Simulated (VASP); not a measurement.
The system is Os.

```
Os
1.0
     2.73410    0.00000    0.00000
    -1.36705    2.36780    0.00000
     0.00000    0.00000    4.31970
Os
2
Direct
  0.66667 0.33333 0.75000
  0.33333 0.66667 0.25000
```

| Quantity | Value |
| --- | --- |
| Program | VASP 6.6.1 |
| Task | relaxation of cell and atoms |
| Functional | PBEsol |
| Dispersion | D3(BJ) |
| Potentials or basis | VASP PAW PBE potentials, release 64 (Os) |
| Cutoff | 600 eV |
| k mesh | 11 × 11 × 6 |
| Occupations | fermi-dirac, width 0.05 eV |
| Spin | no spin polarisation |

At the start: pressure -9.8 GPa; volume 13.98 Å³/atom.

Problem. How do energy, volume and symmetry change on relaxing?

Solution. Over 9 steps the energy falls by 9.7 meV/atom and the volume is 13.67 Å³/atom (-2.2 %); space group P6_3/mmc (No. 194, to 0.1 Å) before and after.

The path:
```tsv
step	energy change (eV)	largest force (eV/Å)	pressure (GPa)	volume (Å³)
1	0.0000	0.0000	-9.81	27.96
2	0.4574	0.0000	62.41	24.64
3	-0.0193	0.0000	-0.51	27.38
4	-0.0193	0.0000	-0.07	27.35
5	-0.0193	0.0000	0.14	27.34
6	-0.0193	0.0000	0.15	27.34
7	-0.0193	0.0000	0.14	27.34
8	-0.0193	0.0000	-0.46	27.38
9	-0.0193	0.0000	0.02	27.35
```

Final structure:
```yaml
crystal:
  lattice:
    - [2.71294, 0.00000, 0.00000]
    - [-1.35647, 2.34947, 0.00000]
    - [0.00000, 0.00000, 4.29051]
  atoms:
    - { symbol: Os, position: [0.66667, 0.33333, 0.75000] }
    - { symbol: Os, position: [0.33333, 0.66667, 0.25000] }
```

Caveat: the PAW data sets were made with another functional, which shifts forces and pressure a little.
